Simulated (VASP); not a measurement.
# Al (P6_3/mmc) in VASP: a series of runs

The runs below take Al through single point, with LDA.

All numbers are computed with VASP 6.6.1; they aren't measurements. Logs are shortened: lines on timing, memory, paths and dates and some standing lists are left out, and cuts for length are marked.

## 1. The cell of the first run

Symmetry: P6_3/mmc, No. 194, hexagonal system. The conventional cell has a = 2.718 Å, b = 2.718 Å, c = 4.862 Å, α = 90.00°, β = 90.00°, γ = 120.00°. Within 3.6 Å of Al (site symmetry -6m2) lie 12 Al at 2.72 to 2.89 Å.

This isn't the form of Al at room conditions, which is fcc.

## 2. Single point, LDA

INCAR reads:

```
SYSTEM = Al
ALGO = Normal
EDIFF = 1E-6
ENCUT = 520
GGA = CA
ISIF = 2
ISMEAR = 0
LASPH = .TRUE.
LCHARG = .FALSE.
LREAL = .FALSE.
LWAVE = .FALSE.
NBANDS = 10
NELM = 100
PREC = Accurate
SIGMA = 0.15
```

KPOINTS reads:

```
k-points
0
G
  18 18 10
  0 0 0
```

POSCAR reads:

```
Al
1.0
    2.7184000000      0.0000000000      0.0000000000
   -1.3592000000      2.3542034577      0.0000000000
    0.0000000000      0.0000000000      4.8620000000
Al
2
Direct
    0.6666666667      0.3333333333      0.7500000000
    0.3333333333      0.6666666667      0.2500000000
```

Potentials or basis: VASP PAW LDA potentials, release 64 (Al).

Run with:

```
$ cat potpaw_LDA.64/Al/POTCAR > POTCAR
$ mpirun -np 1 vasp_std > vasp.out
```

OUTCAR:

```text
SYSTEM = Al
   EDIFF = 1E-6
   ENCUT = 520
   GGA = CA
   ISIF = 2
   ISMEAR = 0
   LASPH = .TRUE.
   LREAL = .FALSE.
   NELM = 100
   PREC = Accurate

 ion  position               nearest neighbor table
   1  0.667  0.333  0.750-   2 2.89   2 2.89   2 2.89   2 2.89   2 2.89   2 2.89
   2  0.333  0.667  0.250-   1 2.89   1 2.89   1 2.89   1 2.89   1 2.89   1 2.89

  LATTYP: Found a hexagonal cell.
 ALAT       =     2.7184000000
 C/A-ratio  =     1.7885520895

  Lattice vectors:

 A1 = (   2.7184000000,   0.0000000000,   0.0000000000)
 A2 = (  -1.3592000000,   2.3542034577,   0.0000000000)
 A3 = (   0.0000000000,   0.0000000000,   4.8620000000)

Analysis of symmetry for initial positions (statically):
=====================================================================
 Subroutine PRICEL returns:
 Original cell was already a primitive cell.

 Routine SETGRP: Setting up the symmetry group for a
 hexagonal supercell.

 Subroutine GETGRP returns: Found 24 space group operations
 (whereof 12 operations were pure point group operations)
 out of a pool of 24 trial point group operations.

The static configuration has the point symmetry D_3d.
 The point group associated with its full space group is D_6h.

Analysis of symmetry for dynamics (positions and initial velocities):
=====================================================================
 Subroutine PRICEL returns:
 Original cell was already a primitive cell.

 Routine SETGRP: Setting up the symmetry group for a
 hexagonal supercell.

 Subroutine GETGRP returns: Found 24 space group operations
 (whereof 12 operations were pure point group operations)
 out of a pool of 24 trial point group operations.

The dynamic configuration has the point symmetry D_3d.
 The point group associated with its full space group is D_6h.

 Subroutine INISYM returns: Found 24 space group operations
 (whereof 12 operations are pure point group operations),
 and found     1 'primitive' translations

----------------------------------------------------------------------------------------

                                     Primitive cell

  volume of cell :      31.1152

  direct lattice vectors                    reciprocal lattice vectors
     2.718400000  0.000000000  0.000000000     0.367863449  0.212386061  0.000000000
    -1.359200000  2.354203458  0.000000000     0.000000000  0.424772123  0.000000000
     0.000000000  0.000000000  4.862000000     0.000000000  0.000000000  0.205676676

  length of vectors
     2.718400000  2.718400000  4.862000000     0.424772123  0.424772123  0.205676676

  position of ions in fractional coordinates (direct lattice)
     0.666666667  0.333333333  0.750000000
     0.333333333  0.666666667  0.250000000

  ion indices of the primitive-cell ions
   primitive index   ion index
                 1           1
                 2           2

----------------------------------------------------------------------------------------

 KPOINTS: k-points

Automatic generation of k-mesh.
 Grid dimensions read from file:
 generate k-points for:   18   18   10

 Generating k-lattice:

  Cartesian coordinates                     Fractional coordinates (reciprocal lattice)
     0.020436858  0.011799226  0.000000000     0.055555556  0.000000000  0.000000000
     0.000000000  0.023598451  0.000000000     0.000000000  0.055555556  0.000000000
     0.000000000  0.000000000  0.020567668     0.000000000  0.000000000  0.100000000

  Length of vectors
     0.023598451  0.023598451  0.020567668

  Shift w.r.t. Gamma in fractional coordinates (k-lattice)
     0.000000000  0.000000000  0.000000000

 Subroutine IBZKPT returns following result:
 ===========================================

 Found    222 irreducible k-points:

 Following reciprocal coordinates:
            Coordinates               Weight
  0.000000  0.000000  0.000000      1.000000
  0.055556  0.000000  0.000000      6.000000
  0.111111  0.000000  0.000000      6.000000
  0.166667  0.000000  0.000000      6.000000
  0.222222  0.000000  0.000000      6.000000
  0.277778 -0.000000  0.000000      6.000000
[... 16 lines left out ...]
  0.333333  0.111111  0.000000     12.000000
  0.388889  0.111111  0.000000     12.000000
 [... further k-points ...]
   k-points           NKPTS =    222   k-points in BZ     NKDIM =    222   number of bands    NBANDS=     10
   number of dos      NEDOS =    301   number of ions     NIONS =      2
   total plane-waves  NPLWV =  14400
   dimension x,y,z NGX =    20 NGY =   20 NGZ =   36
   dimension x,y,z NGXF=    40 NGYF=   40 NGZF=   72
   ions per type =               2
   NGX,Y,Z   is equivalent  to a cutoff of  12.23, 12.23, 12.31 a.u.
   NGXF,Y,Z  is equivalent  to a cutoff of  24.46, 24.46, 24.62 a.u.
 SYSTEM =  Al
   PREC   = accura    normal or accurate (medium, high low for compatibility)
   ISTART =      0    job   : 0-new  1-cont  2-samecut
   ICHARG =      2    charge: 1-file 2-atom 10-const
   ISPIN  =      1    spin polarized calculation?
   LNONCOLLINEAR =      F non collinear calculations
   LSORBIT =      F    spin-orbit coupling
   LASPH  =      T    aspherical Exc in radial PAW
   ENCUT  =  520.0 eV  38.22 Ry    6.18 a.u.   5.05  5.05  9.04*2*pi/ulx,y,z
   NELM   =    100;   NELMIN=  2; NELMDL= -5     # of ELM steps
   EDIFF  = 0.1E-05   stopping-criterion for ELM
   LREAL  =      F    real-space projection
   EDIFFG = 0.1E-04   stopping-criterion for IOM
   NSW    =      0    number of steps for IOM
   IBRION =     -1    ionic relax: 0-MD 1-quasi-New 2-CG
   NFREE  =      0    steps in history (QN), initial steepest desc. (CG)
   ISIF   =      2    stress and relaxation
   ISYM   =      2    0-nonsym 1-usesym 2-fastsym
   POTIM  = 0.5000    time-step for ionic-motion
   TEBEG  =    0.0;   TEEND  =   0.0 temperature during run
   PSTRESS=    0.0 pullay stress
   NELECT =       6.0000    total number of electrons
   NUPDOWN=      -1.0000    fix difference up-down
   EMIN   =  10.00;   EMAX   =-10.00  energy-range for DOS
   EFERMI =   0.00;   METHOD = LEGACY
   ISMEAR =     0;   SIGMA  =   0.15  broadening in eV -4-tet -1-fermi 0-gaus
   EFERMI_NEDOS =   21; number of points for ismear=-14 and -15
   IALGO  =     38    algorithm
   IMIX   =      4    mixing-type and parameters
     AMIX     =   0.40;   BMIX     =  1.00
     AMIX_MAG =   1.60;   BMIX_MAG =  1.00
  volume/ion in A,a.u.               =      15.56       104.99
  Fermi-wavevector in a.u.,A,eV,Ry     =   0.945804  1.787310 12.171026  0.894545
  Thomas-Fermi vector in A             =   2.073741
   LORBIT       =      0    0 simple, 1 ext, 2 COOP (PROOUT), +10 PAW based schemes
   GGA     = CA    functional components
   LHFCALC =     F    Hartree Fock is set to
   AEXX    =    0.0000 exact exchange contribution
   IVDW    =     0    specifies the selected vdW correction
   LEPSILON=     F    determine dielectric tensor
   LRPA    =     F    only Hartree local field effects (RPA)
 non-spin polarized calculation
 Gauss-broadening in eV      SIGMA  =   0.15
  energy-cutoff  :      520.00
  volume of cell :       31.12
 maximum number of plane-waves:       853
   NGX = 11   NGY = 11   NGZ = 19

 number of electron       6.0000000 magnetization

 Free energy of the ion-electron system (eV)
  ---------------------------------------------------
  ext. energy  EPLUGINS =         0.00000000
  ---------------------------------------------------
  free energy    TOTEN  =        -8.28453945 eV

  energy without entropy =       -8.27617025  energy(sigma->0) =       -8.28035485

 E-fermi :   8.3837     XC(G=0): -10.5591

 val. band max:        8.3749223322   @ k =   0.3333   0.1111   0.1000
 cond. band min:       8.3948017335   @ k =   0.2778   0.1667   0.3000
 fundamental gap:      0.0198794013
 Fermi energy:         8.3837118739

 k-point     1 :       0.0000    0.0000    0.0000
  band No.  band energies     occupation
      1      -3.1047      2.00000
      2       2.8213      2.00000
      3       3.1798      2.00000
      4      19.1960      0.00000
      5      20.3216      0.00000
      6      20.8592      0.00000
      7      20.8592      0.00000
      8      20.8991      0.00000
      9      20.8991      0.00000
     10      24.2454      0.00000

 k-point     2 :       0.0556    0.0000    0.0000
  band No.  band energies     occupation
      1      -3.0225      2.00000
      2       2.9016      2.00000
      3       3.2563      2.00000
      4      18.6824      0.00000
      5      19.5698      0.00000
      6      19.7308      0.00000
      7      20.3801      0.00000
      8      21.2005      0.00000
      9      22.1202      0.00000
     10      23.8856      0.00000

 k-point     3 :       0.1111    0.0000    0.0000
  band No.  band energies     occupation
      1      -2.7763      2.00000
      2       3.1418      2.00000
      3       3.4859      2.00000
      4      16.6487      0.00000
      5      18.7117      0.00000
      6      19.2386      0.00000
      7      20.3648      0.00000
      8      20.5401      0.00000
      9      22.5982      0.00000
     10      22.6816      0.00000

 k-point     4 :       0.1667    0.0000    0.0000
  band No.  band energies     occupation
      1      -2.3670      2.00000
      2       3.5389      2.00000
      3       3.8686      2.00000
      4      14.4511      0.00000
      5      17.8278      0.00000
      6      18.5175      0.00000
      7      19.3760      0.00000
      8      20.2118      0.00000
      9      21.0994      0.00000
     10      21.7926      0.00000
[... 222 lines left out ...]
 k-point    22 :       0.2778    0.1111    0.0000
  band No.  band energies     occupation
      1       0.0604      2.00000
      2       5.7758      2.00000
      3       6.1648      2.00000
      4       8.7178      0.00163
      5      12.4444      0.00000
      6      14.4773      0.00000
      7      14.5753      0.00000
      8      18.1646      0.00000
      9      18.7441      0.00000
     10      20.7267      0.00000

 k-point    23 :       0.3333    0.1111    0.0000
  band No.  band energies     occupation
      1       1.0968      2.00000
      2       6.1891      2.00000
      3       7.1563      2.00000
      4       7.5241      2.00000
      5      11.6642      0.00000
      6      12.7363      0.00000
      7      13.3892      0.00000
      8      17.8633      0.00000
      9      18.3410      0.00000
     10      20.4697      0.00000

 k-point    24 :       0.3889    0.1111    0.0000
  band No.  band energies     occupation
      1       2.2797      2.00000
      2       5.0183      2.00000
      3       8.1599      1.96515
      4       8.2856      1.64492
      5      10.5984      0.00000
      6      11.1529      0.00000
      7      12.7772      0.00000
      8      17.6779      0.00000
      9      18.1011      0.00000
     10      20.2992      0.00000

 [... further k-points ...]
[... 5 lines left out ...]
  --------------------------------------------------------------------------------------
  -------------------------------------------------------------------------------------
  Total        1.0086827      1.0086827     -0.2655485     -0.0000000     -0.0000000      0.0000000
  in kB       51.9389137     51.9389137    -13.6735750     -0.0000000     -0.0000000      0.0000000
  external PRESSURE =      30.0680841 kB  Pullay stress =       0.0000000 kB

 VOLUME and BASIS-vectors are now :
 -----------------------------------------------------------------------------
  energy-cutoff  :      520.00
  volume of cell :       31.12
      direct lattice vectors                 reciprocal lattice vectors
     2.718400000  0.000000000  0.000000000     0.367863449  0.212386061  0.000000000
    -1.359200000  2.354203458  0.000000000     0.000000000  0.424772123  0.000000000
     0.000000000  0.000000000  4.862000000     0.000000000  0.000000000  0.205676676

 POSITION                                       TOTAL-FORCE (eV/Angst)
 -----------------------------------------------------------------------------------
      1.35920      0.78473      3.64650         0.000000     -0.000000      0.000000
     -0.00000      1.56947      1.21550        -0.000000      0.000000      0.000000
 -----------------------------------------------------------------------------------
    total drift:                                0.000000     -0.000000     -0.000000

  FREE ENERGIE OF THE ION-ELECTRON SYSTEM (eV)
  ---------------------------------------------------
  free  energy   TOTEN  =        -8.2845394458 eV

  energy  without entropy=       -8.2761702489  energy(sigma->0) =       -8.28035485
```

Wall time 48 s (1 thread of Intel Xeon 8259CL, shared host); peak memory 0.16 GiB.

What came out:

- Free energy: -8.2845 eV
- Pressure: 3.0 GPa
- Band gap on the k mesh: zero (bands 3 and 4 overlap by 6.56 eV)

Stress tensor (GPa, compression positive):
```
 5.19  0.00  0.00
 0.00  5.19  0.00
 0.00  0.00 -1.37
```

Caveat: the cell stands under pressure.

## 3. Single point, LDA

This run uses another cell than the first one, of 15.61 Å³/atom.

INCAR reads:

```
SYSTEM = Al
  PREC = Accurate
  ENCUT = 520
  EDIFF = 1E-6
  ISMEAR = 0
  SIGMA = 0.15
  LREAL = .False.
  LASPH = .True.
  NELM = 100
  ALGO = Normal
  ISIF = 2
  LWAVE = .False.
  LCHARG = .True.
  GGA = CA
  LELF = .True.
  LVHAR = .True.
  NBANDS = 10
```

KPOINTS reads:

```
Automatic mesh
0
Gamma
  18 18 10
  0 0 0
```

POSCAR reads:

```
Al
1.0
    2.7394000000      0.0000000000      0.0000000000
   -1.3697000000      2.3723899911      0.0000000000
    0.0000000000      0.0000000000      4.8034000000
Al
2
Direct
    0.6666666667      0.3333333333      0.7500000000
    0.3333333333      0.6666666667      0.2500000000
```

Potentials or basis: VASP PAW LDA potentials, release 64 (Al).

Run with:

```
$ cat potpaw_LDA.64/Al/POTCAR > POTCAR
$ mpirun -np 1 vasp_std > vasp.out
```

Wall time 50 s (1 thread of Intel Xeon 8259CL, shared host); peak memory 0.17 GiB.

It converged, with:

* Free energy: -8.2997 eV
* Pressure: 2.3 GPa
* Band gap on the k mesh: zero (bands 3 and 4 overlap by 6.80 eV)

Stress tensor (GPa, compression positive):
```
 3.68  0.00  0.00
 0.00  3.68  0.00
 0.00  0.00 -0.32
```

Levels at points of the mesh, in eV from the Fermi level:
| k point | band 1 | band 2 | band 3 | band 4 | band 5 | band 6 | band 7 | band 8 |
| --- | --- | --- | --- | --- | --- | --- | --- | --- |
| (0.00, 0.00, 0.00) | -11.47 | -5.32 | -5.11 | 11.19 | 12.14 | 12.14 | 12.19 | 12.19 |
| (0.50, 0.00, 0.00) | -5.10 | -5.08 | 0.59 | 0.64 | 1.41 | 1.42 | 6.72 | 8.30 |
| (0.00, 0.00, 0.50) | -9.88 | -9.88 | 2.26 | 2.26 | 13.01 | 13.01 | 13.01 | 13.01 |
| (0.50, 0.00, 0.50) | -3.94 | -3.94 | -3.10 | -3.10 | 7.53 | 7.53 | 8.06 | 8.06 |

(Part 1 of 2 ends here.)
